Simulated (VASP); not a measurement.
# SnPbO2 (P4mm) in VASP: a series of runs, part 2 of 2

VASP 6.6.1. Earlier steps stand in the parts before.

### 3 Single point, PBE

This run uses another cell than the first one, of 20.36 Å³/atom.

Input file INCAR:

```
ALGO     = Normal         # electronic algorithm
EDIFF    = 1E-6           # SCF threshold, eV
ENCUT    = 520            # plane-wave cutoff, eV
GGA      = PE             # functional
ISIF     = 2              # what is computed and relaxed
ISMEAR   = 0              # smearing method
LASPH    = T              # aspherical terms in the spheres
LCHARG   = F              # write CHGCAR
LREAL    = F              # projectors in reciprocal space
LWAVE    = F              # write WAVECAR
NBANDS   = 28             # bands
NELM     = 80             # most SCF steps
PREC     = Accurate       # precision mode
SIGMA    = 0.02           # smearing width, eV
```

Input file KPOINTS:

```
k-points
0
Gamma
  8 8 6
```

Input file POSCAR:

```
SnPbO2
1.0
    3.9451383701      0.0000000000      0.0000000000
    0.0000000000      3.9451383701      0.0000000000
    0.0000000000      0.0000000000      5.2330235299
Sn Pb O
1 1 2
Direct
    0.5000000000      0.5000000000      0.2142270213
    0.0000000000      0.0000000000      0.7625587887
    0.5000000000      0.0000000000      0.0116070950
    0.0000000000      0.5000000000      0.0116070950
```

Potentials or basis: VASP PAW PBE potentials, release 64 (Sn_d, Pb_d, O).

The run is started by

```
$ cat potpaw_PBE.64/Sn_d/POTCAR potpaw_PBE.64/Pb_d/POTCAR potpaw_PBE.64/O/POTCAR > POTCAR
$ mpirun -np 1 vasp_std > vasp.out
```

OUTCAR:

```text
EDIFF = 1E-6
   ENCUT = 520
   GGA = PE
   ISIF = 2
   ISMEAR = 0
   LASPH = T
   LREAL = F
   NELM = 80
   PREC = Accurate

 ion  position               nearest neighbor table
   1  0.500  0.500  0.214-   3 2.24   4 2.24   3 2.24   4 2.24   2 3.66   2 3.66   2 3.66   2 3.66

   2  0.000  0.000  0.763-   3 2.36   4 2.36   4 2.36   3 2.36   1 3.66   1 3.66   1 3.66   1 3.66

   3  0.500  0.000  0.012-   1 2.24   1 2.24   2 2.36   2 2.36
[... 946 lines left out ...]
  FORCE on cell =-STRESS in cart. coord.  units (eV):
  Direction    XX          YY          ZZ          XY          YZ          ZX
  --------------------------------------------------------------------------------------
  -------------------------------------------------------------------------------------
  Total        0.0663002      0.0663002      0.0668475      0.0000000     -0.0000000      0.0000000
  in kB        1.3042121      1.3042121      1.3149790      0.0000000     -0.0000000      0.0000000
  external PRESSURE =       1.3078011 kB  Pullay stress =       0.0000000 kB

 VOLUME and BASIS-vectors are now :
 -----------------------------------------------------------------------------
  energy-cutoff  :      520.00
  volume of cell :       81.45
      direct lattice vectors                 reciprocal lattice vectors
     3.945138370  0.000000000  0.000000000     0.253476534  0.000000000  0.000000000
     0.000000000  3.945138370  0.000000000     0.000000000  0.253476534  0.000000000
     0.000000000  0.000000000  5.233023530     0.000000000  0.000000000  0.191094115

 POSITION                                       TOTAL-FORCE (eV/Angst)
 -----------------------------------------------------------------------------------
      1.97257      1.97257      1.12106         0.000000      0.000000      0.066669
      0.00000      0.00000      3.99049         0.000000     -0.000000     -0.046091
      1.97257      0.00000      0.06074         0.000000     -0.000000     -0.010289
      0.00000      1.97257      0.06074         0.000000      0.000000     -0.010289
 -----------------------------------------------------------------------------------
    total drift:                                0.000000      0.000000     -0.000653

  FREE ENERGIE OF THE ION-ELECTRON SYSTEM (eV)
  ---------------------------------------------------
  free  energy   TOTEN  =       -22.1641078924 eV

  energy  without entropy=      -22.1641078924  energy(sigma->0) =      -22.16410789
```

OSZICAR:

```text
N       E                     dE             d eps       ncg     rms          rms(c)
DAV:   1     0.471318597619E+03    0.47132E+03   -0.20041E+04  3408   0.191E+03
DAV:   2     0.485957064680E+02   -0.42272E+03   -0.40548E+03  3452   0.520E+02
DAV:   3    -0.225852761093E+02   -0.71181E+02   -0.69776E+02  4000   0.199E+02
DAV:   4    -0.263654946875E+02   -0.37802E+01   -0.37568E+01  3824   0.494E+01
DAV:   5    -0.264833863413E+02   -0.11789E+00   -0.11786E+00  3924   0.955E+00    0.121E+01
DAV:   6    -0.222867981275E+02    0.41966E+01   -0.21999E+01  5300   0.491E+01    0.541E+00
DAV:   7    -0.221859041565E+02    0.10089E+00   -0.25911E+00  4064   0.105E+01    0.255E+00
DAV:   8    -0.221717227527E+02    0.14181E-01   -0.46716E-01  3900   0.450E+00    0.771E-01
DAV:   9    -0.221622958402E+02    0.94269E-02   -0.64144E-02  5124   0.228E+00    0.240E-01
DAV:  10    -0.221644392962E+02   -0.21435E-02   -0.11909E-02  3976   0.871E-01    0.154E-01
DAV:  11    -0.221641085956E+02    0.33070E-03   -0.35855E-03  5052   0.508E-01    0.479E-02
DAV:  12    -0.221641107981E+02   -0.22025E-05   -0.40573E-04  4156   0.168E-01    0.346E-02
DAV:  13    -0.221641080289E+02    0.27692E-05   -0.70429E-05  4364   0.606E-02    0.792E-03
DAV:  14    -0.221641078924E+02    0.13651E-06   -0.32706E-06  3160   0.187E-02
   1 F= -.22164108E+02 E0= -.22164108E+02  d E =-.587444E-18
```

stdout:

```text
POSCAR found type information on POSCAR SnPbO
 POSCAR found :  3 types and       4 ions
 scaLAPACK will be used
 LDA part: xc-table for (Slater+PW92), standard interpolation
 POSCAR, INCAR and KPOINTS ok, starting setup
 FFT: planning ... GRIDC
 FFT: planning ... GRID_SOFT
 FFT: planning ... GRID
 WAVECAR not read
 entering main loop
```

Run time: 3.6 min. Hardware: 1 thread of Oxide Virtual Turin-like, shared host; peak memory 0.24 GiB.

Results:

```
Free energy            : -22.1641 eV
Pressure               : 0.1 GPa
Largest force          : 0.067 eV/Å
Band gap on the k mesh : 1.09 eV (least direct gap 2.04 eV)
```

Forces on the atoms (eV/Å):
```
Sn   0.000  0.000  0.067
Pb   0.000  0.000 -0.046
O    0.000  0.000 -0.010
O    0.000  0.000 -0.010
```

Caveat: spin-orbit coupling is left out, which moves the levels of the heavy elements. A k mesh can miss the band edges.

### 4 Single point, PBE

This run uses another cell than the first one, of 20.36 Å³/atom.

Input file INCAR:

```
SYSTEM = SnPbO2
ALGO = Normal
EDIFF = 1E-6
ENCUT = 520
GGA = PE
ISIF = 2
ISMEAR = 0
LASPH = .True.
LCHARG = .False.
LREAL = .False.
LWAVE = .False.
NBANDS = 28
NELM = 100
PREC = Accurate
SIGMA = 0.02
```

Input file KPOINTS:

```
k-points
0
Gamma
  8 8 6
  0 0 0
```

POSCAR is that of step 3.

The run is started by

```
$ cat potpaw_PBE.64/Sn_d/POTCAR potpaw_PBE.64/Pb_d/POTCAR potpaw_PBE.64/O/POTCAR > POTCAR
$ mpirun -np 1 vasp_std > vasp.out
```

It took 3.1 min on 1 thread of Oxide Virtual Turin-like, shared host; peak memory 0.24 GiB.

Results (log left out):

- Free energy: -22.1641 eV
- Pressure: 0.1 GPa
- Largest force: 0.067 eV/Å
- Band gap on the k mesh: 1.09 eV (least direct gap 2.04 eV)

Forces on the atoms (eV/Å):
```
Sn   0.000  0.000  0.067
Pb   0.000  0.000 -0.046
O    0.000  0.000 -0.010
O    0.000  0.000 -0.010
```

Levels at points of the mesh, in eV from the valence-band top:
```tsv
k point	band 18	band 19	band 20	band 21	band 22	band 23
(0.00, 0.00, 0.00)	-2.09	-2.09	0.00	2.04	4.55	5.33
(0.50, 0.00, 0.00)	-3.26	-2.12	-1.57	3.09	3.19	5.61
(0.50, 0.50, 0.00)	-1.68	-1.32	-1.07	1.09	1.09	4.59
(0.00, 0.00, 0.50)	-2.10	-2.10	-1.32	1.86	3.89	3.89
(0.50, 0.00, 0.50)	-3.22	-1.61	-0.76	2.62	2.78	5.87
(0.50, 0.50, 0.50)	-1.68	-1.50	-1.32	3.08	3.08	4.10
```

Caveat: spin-orbit coupling is left out, which moves the levels of the heavy elements. A k mesh can miss the band edges.
